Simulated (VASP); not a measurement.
# TiAl3 in VASP: a series of runs

Runs on TiAl3. Level: PBE. Tasks: single point.

Program: VASP 6.6.1. These are calculated values, not measurements. Logs are shortened: lines on timing, memory, paths and dates and some standing lists are left out, and cuts for length are marked.

### Step 1. The cell of the first run

Symmetry: Pm-3m, No. 221, cubic system. Conventional cell: a = 3.956 Å, b = 3.956 Å, c = 3.956 Å, α = 90.00°, β = 90.00°, γ = 90.00°. Ti (site symmetry m-3m) has 12 Al at 2.80 Å within 3.7 Å. Al (site symmetry 4/mmm) has 4 Ti at 2.80 Å and 8 Al at 2.80 Å within 3.7 Å.

### Step 2. Single point, PBE

INCAR

```
PREC = Accurate
ENCUT = 520
EDIFF = 1E-6
ISMEAR = 0
SIGMA = 0.1
LREAL = F
LASPH = T
NELM = 80
ALGO = Normal
ISIF = 2
LWAVE = F
LCHARG = F
GGA = PE
NBANDS = 18
```

KPOINTS

```
Automatic mesh
0
Gamma
  4 4 4
```

POSCAR

```
TiAl3
1.0
    3.9556713100      0.0000000000      0.0000000000
    0.0000000000      3.9556713100      0.0000000000
    0.0000000000      0.0000000000      3.9556713100
Ti Al
1 3
Direct
    0.0000000000      0.0000000000      0.0000000000
    0.5000000000      0.5000000000      0.0000000000
    0.5000000000      0.0000000000      0.5000000000
    0.0000000000      0.5000000000      0.5000000000
```

Potentials or basis: VASP PAW PBE potentials, release 64 (Ti_sv, Al).

Command:

```
$ cat potpaw_PBE.64/Ti_sv/POTCAR potpaw_PBE.64/Al/POTCAR > POTCAR
$ mpirun -np 1 vasp_std > vasp.out
```

OUTCAR:

```text
PREC = Accurate
   ENCUT = 520
   EDIFF = 1E-6
   ISMEAR = 0
   LREAL = F
   LASPH = T
   NELM = 80
   ISIF = 2
   GGA = PE

 ion  position               nearest neighbor table
   1  0.000  0.000  0.000-   2 2.80   3 2.80   4 2.80   3 2.80   4 2.80   2 2.80   4 2.80   4 2.80
                             2 2.80   3 2.80   3 2.80   2 2.80
   2  0.500  0.500  0.000-   1 2.80   3 2.80   4 2.80   3 2.80   4 2.80   1 2.80   3 2.80   3 2.80
                             1 2.80   4 2.80   4 2.80   1 2.80
   3  0.500  0.000  0.500-   1 2.80   2 2.80   4 2.80   1 2.80   2 2.80   2 2.80   4 2.80   2 2.80
                             1 2.80   4 2.80   1 2.80   4 2.80
   4  0.000  0.500  0.500-   1 2.80   2 2.80   3 2.80   1 2.80   2 2.80   1 2.80   3 2.80   1 2.80
                             2 2.80   3 2.80   2 2.80   3 2.80

  LATTYP: Found a simple cubic cell.
 ALAT       =     3.9556713100

  Lattice vectors:

 A1 = (   3.9556713100,   0.0000000000,   0.0000000000)
 A2 = (   0.0000000000,   3.9556713100,   0.0000000000)
 A3 = (   0.0000000000,   0.0000000000,   3.9556713100)

Analysis of symmetry for initial positions (statically):
=====================================================================
 Subroutine PRICEL returns:
 Original cell was already a primitive cell.

 Routine SETGRP: Setting up the symmetry group for a
 simple cubic supercell.

 Subroutine GETGRP returns: Found 48 space group operations
 (whereof 48 operations were pure point group operations)
 out of a pool of 48 trial point group operations.

The static configuration has the point symmetry O_h .

Analysis of symmetry for dynamics (positions and initial velocities):
=====================================================================
 Subroutine PRICEL returns:
 Original cell was already a primitive cell.

 Routine SETGRP: Setting up the symmetry group for a
 simple cubic supercell.

 Subroutine GETGRP returns: Found 48 space group operations
 (whereof 48 operations were pure point group operations)
 out of a pool of 48 trial point group operations.

The dynamic configuration has the point symmetry O_h .

 Subroutine INISYM returns: Found 48 space group operations
 (whereof 48 operations are pure point group operations),
 and found     1 'primitive' translations

----------------------------------------------------------------------------------------

                                     Primitive cell

  volume of cell :      61.8957
[... 78 lines left out ...]
   EDIFF  = 0.1E-05   stopping-criterion for ELM
   LREAL  =      F    real-space projection
   EDIFFG = 0.1E-04   stopping-criterion for IOM
   NSW    =      0    number of steps for IOM
   IBRION =     -1    ionic relax: 0-MD 1-quasi-New 2-CG
   NFREE  =      0    steps in history (QN), initial steepest desc. (CG)
   ISIF   =      2    stress and relaxation
   ISYM   =      2    0-nonsym 1-usesym 2-fastsym
   POTIM  = 0.5000    time-step for ionic-motion
   TEBEG  =    0.0;   TEEND  =   0.0 temperature during run
   PSTRESS=    0.0 pullay stress
   NELECT =      21.0000    total number of electrons
   NUPDOWN=      -1.0000    fix difference up-down
   EMIN   =  10.00;   EMAX   =-10.00  energy-range for DOS
   EFERMI =   0.00;   METHOD = LEGACY
   ISMEAR =     0;   SIGMA  =   0.10  broadening in eV -4-tet -1-fermi 0-gaus
   EFERMI_NEDOS =   21; number of points for ismear=-14 and -15
   IALGO  =     38    algorithm
   IMIX   =      4    mixing-type and parameters
     AMIX     =   0.40;   BMIX     =  1.00
     AMIX_MAG =   1.60;   BMIX_MAG =  1.00
  volume/ion in A,a.u.               =      15.47       104.42
  Fermi-wavevector in a.u.,A,eV,Ry     =   1.141811  2.157711 17.738370  1.303733
  Thomas-Fermi vector in A             =   2.278511
   LORBIT       =      0    0 simple, 1 ext, 2 COOP (PROOUT), +10 PAW based schemes
   GGA     = PE    functional components
   LHFCALC =     F    Hartree Fock is set to
   AEXX    =    0.0000 exact exchange contribution
   IVDW    =     0    specifies the selected vdW correction
   LEPSILON=     F    determine dielectric tensor
   LRPA    =     F    only Hartree local field effects (RPA)
 non-spin polarized calculation
 Gauss-broadening in eV      SIGMA  =   0.10
  energy-cutoff  :      520.00
  volume of cell :       61.90
 maximum number of plane-waves:      1743
 NGX is ok and might be reduce to    30

 number of electron      20.9999997 magnetization

 Free energy of the ion-electron system (eV)
  ---------------------------------------------------
  ext. energy  EPLUGINS =         0.00000000
  ---------------------------------------------------
  free energy    TOTEN  =       -20.58056249 eV

  energy without entropy =      -20.56956202  energy(sigma->0) =      -20.57506226

 E-fermi :   9.2993     XC(G=0): -10.8299

 val. band max:        9.2742262798   @ k =   0.0000   0.0000   0.0000
 cond. band min:       9.3287734176   @ k =   0.5000   0.5000   0.5000
 fundamental gap:      0.0545471378
 Fermi energy:         9.2993130935

 k-point     1 :       0.0000    0.0000    0.0000
  band No.  band energies     occupation
      1     -47.8330      2.00000
      2     -24.1359      2.00000
      3     -24.1359      2.00000
      4     -24.1359      2.00000
      5      -1.7143      2.00000
      6       6.0247      2.00000
[... 187 lines left out ...]
      5       3.9534      2.00000
      6       3.9534      2.00000
[... 10 lines left out ...]
     17      11.9009      0.00000
     18      20.7293      0.00000

------------------------ aborting loop because EDIFF is reached ----------------------------------------

  FORCE on cell =-STRESS in cart. coord.  units (eV):
  Direction    XX          YY          ZZ          XY          YZ          ZX
  --------------------------------------------------------------------------------------
  -------------------------------------------------------------------------------------
  Total        0.8118243      0.8118243      0.8118243      0.0000000     -0.0000000      0.0000000
  in kB       21.0141608     21.0141608     21.0141608      0.0000000     -0.0000000      0.0000000
  external PRESSURE =      21.0141608 kB  Pullay stress =       0.0000000 kB

 VOLUME and BASIS-vectors are now :
 -----------------------------------------------------------------------------
  energy-cutoff  :      520.00
  volume of cell :       61.90
      direct lattice vectors                 reciprocal lattice vectors
     3.955671310  0.000000000  0.000000000     0.252801591  0.000000000  0.000000000
     0.000000000  3.955671310  0.000000000     0.000000000  0.252801591  0.000000000
     0.000000000  0.000000000  3.955671310     0.000000000  0.000000000  0.252801591

 POSITION                                       TOTAL-FORCE (eV/Angst)
 -----------------------------------------------------------------------------------
      0.00000      0.00000      0.00000         0.000000      0.000000      0.000000
      1.97784      1.97784      0.00000         0.000000      0.000000      0.000000
      1.97784      0.00000      1.97784         0.000000      0.000000      0.000000
      0.00000      1.97784      1.97784         0.000000      0.000000      0.000000
 -----------------------------------------------------------------------------------
    total drift:                                0.000000     -0.000000      0.000000

  FREE ENERGIE OF THE ION-ELECTRON SYSTEM (eV)
  ---------------------------------------------------
  free  energy   TOTEN  =       -20.5805624940 eV

  energy  without entropy=      -20.5695620206  energy(sigma->0) =      -20.57506226
```

stdout:

```text
POSCAR found type information on POSCAR TiAl
 POSCAR found :  2 types and       4 ions
 scaLAPACK will be used
 LDA part: xc-table for (Slater+PW92), standard interpolation
 POSCAR, INCAR and KPOINTS ok, starting setup
 FFT: planning ... GRIDC
 FFT: planning ... GRID_SOFT
 FFT: planning ... GRID
 WAVECAR not read
 entering main loop
```

It took 12 s on 1 thread of Intel Xeon Platinum 8488C (Sapphire Rapids), shared host; peak memory 0.16 GiB.

What came out:

* Free energy: -20.5806 eV
* Pressure: 2.1 GPa

Levels at points of the mesh, in eV from the Fermi level:
```csv
k point,band 6,band 7,band 8,band 9,band 10,band 11,band 12,band 13,band 14,band 15
"(0.00, 0.00, 0.00)",-3.27,-3.27,-2.36,-2.36,-2.36,-0.03,-0.03,-0.03,0.54,3.91
"(0.50, 0.00, 0.00)",-8.19,-2.45,-2.45,-2.36,0.22,0.55,0.55,0.79,0.83,1.16
"(0.50, 0.50, 0.00)",-6.33,-6.33,-5.23,-1.44,-1.44,0.45,0.72,0.91,0.99,3.39
"(0.50, 0.50, 0.50)",-5.35,-5.35,-5.18,-3.70,-3.70,-3.70,0.03,1.05,1.05,2.60
```

Caveat: the k points lie up to 0.40 Å⁻¹ apart.

### Step 3. Single point, PBE, collinear spin, ferromagnetic start

INCAR

```
SYSTEM = TiAl3
ALGO     = Normal         ! electronic algorithm
EDIFF    = 1E-7           ! SCF threshold, eV
ENCUT    = 520            ! plane-wave cutoff, eV
GGA      = PE             ! functional
ISIF     = 2              ! what is computed and relaxed
ISMEAR   = 0              ! smearing method
ISPIN    = 2              ! spin polarisation
LASPH    = .TRUE.         ! aspherical terms in the spheres
LCHARG   = .TRUE.         ! write CHGCAR
LELF     = .TRUE.         ! ELF
LMAXMIX  = 4              ! l up to which the mixer works
LORBIT   = 11             ! projections on sites
LREAL    = .FALSE.        ! projectors in reciprocal space
LVHAR    = .TRUE.       
LWAVE    = .FALSE.        ! write WAVECAR
MAGMOM   = 1 0 0 0        ! initial moments
NBANDS   = 22             ! bands
NELM     = 150            ! most SCF steps
PREC     = Accurate       ! precision mode
SIGMA    = 0.1            ! smearing width, eV
```

KPOINTS

```
k-points
0
G
  4 4 4
  0 0 0
```

POSCAR is that of step 2.

Potentials or basis: VASP PAW PBE potentials, release 64 (Ti_sv, Al).

Command:

```
$ cat potpaw_PBE.64/Ti_sv/POTCAR potpaw_PBE.64/Al/POTCAR > POTCAR
$ mpirun -np 1 vasp_std > vasp.out
```

Wall time 33 s (1 thread of Intel Xeon Platinum 8488C (Sapphire Rapids), shared host); peak memory 0.19 GiB.

It converged, with:

```yaml
Free_energy: -20.5806 eV
Pressure: 2.1 GPa
Net_moment: 0.00 μB per cell
Valence_electrons_inside_the_program's_atomic_spheres: Ti 10.33; Al 0.82
```

Levels at points of the mesh, in eV from the Fermi level:
Spin up:
```csv
k point,band 8,band 9,band 10,band 11,band 12,band 13
"(0.00, 0.00, 0.00)",-2.36,-2.36,-2.36,-0.03,-0.03,-0.03
"(0.50, 0.00, 0.00)",-2.45,-2.36,0.22,0.55,0.55,0.79
"(0.50, 0.50, 0.00)",-5.23,-1.44,-1.44,0.45,0.72,0.91
"(0.50, 0.50, 0.50)",-5.18,-3.70,-3.70,-3.70,0.03,1.05
```
Spin down:
```tsv
k point	band 8	band 9	band 10	band 11	band 12	band 13
(0.00, 0.00, 0.00)	-2.36	-2.36	-2.36	-0.03	-0.03	-0.03
(0.50, 0.00, 0.00)	-2.45	-2.36	0.22	0.55	0.55	0.79
(0.50, 0.50, 0.00)	-5.23	-1.44	-1.44	0.45	0.72	0.91
(0.50, 0.50, 0.50)	-5.18	-3.70	-3.70	-3.70	0.03	1.05
```

Caveat: the k points lie up to 0.40 Å⁻¹ apart.

### Step 4. Single point, PBE

This run uses another cell than the first one: it holds 8 atoms, not 4.

INCAR

```
SYSTEM = TiAl3
PREC     = Accurate       ! precision mode
ENCUT    = 520            ! plane-wave cutoff, eV
EDIFF    = 1E-6           ! SCF threshold, eV
ISMEAR   = 0              ! smearing method
SIGMA    = 0.2            ! smearing width, eV
LREAL    = .False.        ! projectors in reciprocal space
LASPH    = .True.         ! aspherical terms in the spheres
NELM     = 80             ! most SCF steps
ALGO     = Fast           ! electronic algorithm
ISIF     = 2              ! what is computed and relaxed
LWAVE    = .False.        ! write WAVECAR
LCHARG   = .False.        ! write CHGCAR
GGA      = PE             ! functional
NBANDS   = 31             ! bands
```

KPOINTS

```
Automatic mesh
0
Gamma
  6 6 4
  0 0 0
```

POSCAR

```
TiAl3
1.0
   -3.9799891745      0.0000000000      0.0000000000
    0.0000000000      0.0000000000     -3.9799891745
    0.0000000000     -7.9599783490      0.0000000000
Ti Al
2 6
Direct
    1.0000000000      1.0000000000      0.5000000000
    1.0000000000      1.0000000000      0.0000000000
    0.5000000000      0.0000000000      0.7500000000
    0.5000000000      0.0000000000      0.2500000000
    0.5000000000      0.5000000000      0.5000000000
    0.5000000000      0.5000000000      1.0000000000
    1.0000000000      0.5000000000      0.7500000000
    1.0000000000      0.5000000000      0.2500000000
```

Command:

```
$ cat potpaw_PBE.64/Ti_sv/POTCAR potpaw_PBE.64/Al/POTCAR > POTCAR
$ mpirun -np 1 vasp_std > vasp.out
```

Wall time 4.9 min (1 thread of Intel Xeon Platinum 8488C (Sapphire Rapids), shared host); peak memory 0.27 GiB.

The run converged. Its results:

```yaml
Free_energy: -41.1619 eV
Pressure: 0.0 GPa
Band_gap_on_the_k_mesh: zero (band 21 reaches 9.53 eV, above the bottom of band 22 at 6.60 eV)
```

Levels at points of the mesh, in eV from the Fermi level:
| k point | band 18 | band 19 | band 20 | band 21 | band 22 | band 23 | band 24 | band 25 |
| --- | --- | --- | --- | --- | --- | --- | --- | --- |
| (0.00, 0.00, 0.00) | -2.12 | -2.10 | 0.18 | 0.18 | 0.18 | 0.42 | 0.75 | 0.75 |
| (0.50, 0.00, 0.00) | -1.21 | -1.21 | 0.42 | 0.65 | 0.76 | 0.76 | 0.90 | 0.97 |
| (0.50, 0.50, 0.00) | -3.45 | -3.45 | -1.21 | -1.21 | 0.22 | 0.65 | 0.90 | 1.13 |
| (0.00, 0.00, 0.50) | -2.15 | -0.86 | -0.86 | 0.29 | 0.29 | 0.36 | 0.36 | 0.36 |
| (0.50, 0.00, 0.50) | -1.81 | -0.75 | -0.75 | 0.36 | 0.36 | 0.84 | 0.84 | 1.04 |
| (0.50, 0.50, 0.50) | -2.34 | -2.28 | -2.28 | -2.28 | -2.28 | 0.91 | 0.91 | 1.19 |

### Step 5. Single point, PBE

This run uses another cell than the first one, of 15.76 Å³/atom, 1.019 times its volume.

INCAR

```
  PREC = Accurate
  ENCUT = 520
  EDIFF = 1E-6
  ISMEAR = 0
  SIGMA = 0.1
  LREAL = False
  LASPH = True
  NELM = 100
  ALGO = Normal
  ISIF = 2
  LWAVE = False
  LCHARG = False
  GGA = PE
  NBANDS = 18
```

KPOINTS

```
Automatic mesh
0
Gamma
  12 12 12
```

POSCAR

```
TiAl3
1.0
    3.9799891745      0.0000000000      0.0000000000
    0.0000000000      3.9799891745      0.0000000000
    0.0000000000      0.0000000000      3.9799891745
Ti Al
1 3
Direct
    0.0000000000      0.0000000000      0.0000000000
    0.5000000000      0.5000000000      0.0000000000
    0.5000000000      0.0000000000      0.5000000000
    0.0000000000      0.5000000000      0.5000000000
```

Command:

```
$ cat potpaw_PBE.64/Ti_sv/POTCAR potpaw_PBE.64/Al/POTCAR > POTCAR
$ mpirun -np 1 vasp_std > vasp.out
```

Run time: 67 s. Hardware: 1 thread of Intel Xeon Platinum 8488C (Sapphire Rapids), shared host; peak memory 0.23 GiB.

The run converged. Its results:

| Item | Value |
| --- | --- |
| Free energy | -20.5523 eV |
| Pressure | -0.1 GPa |

Levels at points of the mesh, in eV from the Fermi level:
```csv
k point,band 8,band 9,band 10,band 11,band 12,band 13
"(0.00, 0.00, 0.00)",-2.18,-2.18,-2.18,0.14,0.14,0.14
"(0.50, 0.00, 0.00)",-2.25,-2.15,0.38,0.70,0.70,0.93
"(0.50, 0.50, 0.00)",-5.00,-1.26,-1.26,0.60,0.86,1.07
"(0.50, 0.50, 0.50)",-4.94,-3.50,-3.50,-3.50,0.17,1.18
```

### Step 6. Single point, PBE

This run uses another cell than the first one: it holds 8 atoms, not 4.

INCAR

```
ALGO     = Fast           # electronic algorithm
EDIFF    = 1E-7           # SCF threshold, eV
ENCUT    = 520            # plane-wave cutoff, eV
GGA      = PE             # functional
ISIF     = 2              # what is computed and relaxed
ISMEAR   = 0              # smearing method
LASPH    = T              # aspherical terms in the spheres
LCHARG   = F              # write CHGCAR
LREAL    = F              # projectors in reciprocal space
LWAVE    = F              # write WAVECAR
NBANDS   = 31             # bands
NELM     = 100            # most SCF steps
PREC     = Accurate       # precision mode
SIGMA    = 0.2            # smearing width, eV
```

KPOINTS

```
k-points
0
Gamma
  6 6 4
```

POSCAR

```
TiAl3
1.0
   -3.9880981730      0.0006352856      0.0001154184
    0.0001199387     -0.0000029574     -3.9880062107
    0.0015068912     -7.9308843449     -0.0003441446
Ti Al
2 6
Direct
    1.0000292613      1.0000057642      0.4999962295
    0.9999694397      0.9999879451      0.0000077905
    0.5000216533      0.0000209775      0.7500036174
    0.4999675138     -0.0000159165      0.2500016350
    0.5000245577      0.5000021078      0.5000073923
    0.4999858387      0.4999784952      0.9999868423
    1.0000162373      0.5000037488      0.7499993345
    0.9999854981      0.5000168779      0.2499971585
```

Potentials or basis: VASP PAW PBE potentials, release 64 (Ti_sv, Al).

Command:

```
$ cat potpaw_PBE.64/Ti_sv/POTCAR potpaw_PBE.64/Al/POTCAR > POTCAR
$ mpirun -np 1 vasp_std > vasp.out
```

Wall time 16 min (1 thread of Intel Xeon Platinum 8488C (Sapphire Rapids), shared host); peak memory 0.38 GiB.

It converged, with:

```
Free energy            : -41.1630 eV
Pressure               : 0.0 GPa
Band gap on the k mesh : zero (band 21 reaches 9.51 eV, above the bottom of band 22 at 6.61 eV)
```

Levels at points of the mesh, in eV from the Fermi level:
| k point | band 19 | band 20 | band 21 | band 22 | band 23 | band 24 |
| --- | --- | --- | --- | --- | --- | --- |
| (0.00, 0.00, 0.00) | -2.06 | 0.17 | 0.19 | 0.19 | 0.41 | 0.73 |
| (0.50, 0.00, 0.00) | -1.21 | 0.42 | 0.63 | 0.73 | 0.80 | 0.90 |
| (0.00, 0.50, 0.00) | -1.21 | 0.42 | 0.63 | 0.73 | 0.80 | 0.90 |
| (0.50, 0.50, 0.00) | -3.43 | -1.19 | -1.19 | 0.21 | 0.68 | 0.88 |
| (0.00, 0.00, 0.50) | -0.85 | -0.85 | 0.29 | 0.29 | 0.35 | 0.35 |
| (0.50, 0.00, 0.50) | -0.76 | -0.76 | 0.37 | 0.37 | 0.82 | 0.82 |
| (0.00, 0.50, 0.50) | -0.76 | -0.76 | 0.37 | 0.37 | 0.82 | 0.82 |
| (0.50, 0.50, 0.50) | -2.27 | -2.27 | -2.27 | -2.27 | 0.90 | 0.90 |

### Step 7. The runs side by side

```tsv
spin	cell	k mesh	smearing	gap on the mesh (eV)	pressure (GPa)
off	a = 3.956 Å, 4 atoms	4 × 4 × 4	gaussian 0.1 eV	none	2.1
collinear, ferromagnetic start	a = 3.956 Å, 4 atoms	4 × 4 × 4	gaussian 0.1 eV	none	2.1
off	a = 3.980, b = 3.980, c = 7.960 Å, 8 atoms	6 × 6 × 4	gaussian 0.2 eV	none	0.0
off	a = 3.980 Å, 4 atoms	12 × 12 × 12	gaussian 0.1 eV	none	-0.1
off	a = 3.988, b = 3.988, c = 7.931 Å, 8 atoms	6 × 6 × 4	gaussian 0.2 eV	none	0.0
```

Alike in all rows: task single point; level PBE; potentials or basis VASP PAW PBE potentials, release 64 (Ti_sv, Al); cutoff (eV) 520.

Caveats: some runs use coarse meshes.

Total energies depend on the potentials used, so only differences within one code and one set of settings carry meaning.
